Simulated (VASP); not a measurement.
A run of VASP 6.6.1 is set up as follows.

File INCAR:

```
SYSTEM = Al3VN4
PREC = Accurate ; ENCUT = 520
EDIFF = 1E-6 ; ISMEAR = 0
SIGMA = 0.1 ; LREAL = .FALSE.
LASPH = .TRUE. ; NELM = 150
ALGO = Normal ; ISIF = 2
LWAVE = .FALSE. ; LCHARG = .TRUE.
ISPIN = 2 ; MAGMOM = 0 0 0 1.26 0 0 0 0
LORBIT = 11 ; LMAXMIX = 4
GGA = PE ; LELF = .TRUE.
LVHAR = .TRUE. ; NBANDS = 35
```

The input KPOINTS:

```
Automatic mesh
0
G
  10 10 10
  0 0 0
```

Contents of POSCAR:

```
Al3VN4
1.0
    4.1050513303      0.0000000000      0.0000000000
    0.0000000000      4.1050513303      0.0000000000
    0.0000000000      0.0000000000      4.1050513303
Al V N
3 1 4
Direct
    0.5000000000      0.0000000000      0.0000000000
    0.0000000000      0.0000000000      0.5000000000
    0.0000000000      0.5000000000      0.0000000000
    0.5000000000      0.5000000000      0.5000000000
    0.0000000000      0.5000000000      0.5000000000
    0.5000000000      0.5000000000      0.0000000000
    0.0000000000      0.0000000000      0.0000000000
    0.5000000000      0.0000000000      0.5000000000
```

Potentials or basis: VASP PAW PBE potentials, release 64 (Al, V_sv, N).

Command:

```bash
$ cat potpaw_PBE.64/Al/POTCAR potpaw_PBE.64/V_sv/POTCAR potpaw_PBE.64/N/POTCAR > POTCAR
$ mpirun -np 1 vasp_std > vasp.out
```

Question: Estimate the pressure.

Answer: -1.9 GPa.

Question: What does it give for the site moments?

Answer: Al +0.00; V +0.57; N +0.01, -0.00 (each value once) μB.

Question: Estimate the net moment.

Answer: 0.66 μB per cell.
